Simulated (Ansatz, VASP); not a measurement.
**MnSi: VASP beside Ansatz**

```
Mn Si
1.0
    -0.10841    2.65601    2.65601
     2.65601   -0.10841    2.65601
     2.65601    2.65601   -0.10841
Mn Si
1 1
Direct
  0.00000 0.00000 0.00000
  0.25000 0.25000 0.25000
```

Change from the starting cell: equal xy, yz and zx shear strains of -4 %.

Alike in both runs: task single point; functional PBE; k mesh 10 × 10 × 10; occupations fermi-dirac, width 0.05 eV; collinear spin.

|  | VASP | Ansatz |
| --- | --- | --- |
| version | VASP 6.6.1 | Ansatz 0.2.0 |
| potentials or method | VASP PAW PBE potentials, release 64 (Mn_pv, Si), cutoff 520 eV | all-electron LAPW, scalar-relativistic |

Ansatz gave:

```
pressure (GPa)                                                : 0.4
traceless stress, the component that is largest in VASP (GPa) : 2.01
rms of the force components (eV/Å)                            : 0.486
net moment per atom (μB)                                      : 1.28
size of the moment on the site where the two differ most (μB) : 0.18
```

Question: Estimate VASP's values.

Answer: Pressure (GPa): 0.4; traceless stress, the component that is largest in VASP (GPa): 2.02; rms of the force components (eV/Å): 0.488; net moment per atom (μB): 1.29; size of the moment on the site where the two differ most (μB): 0.22.

Site moments also hang on the region over which each program counts them. Atom by atom the forces differ by 0.002 eV/Å (rms over components). Ansatz ran all-electron here, and VASP with PAW potentials.
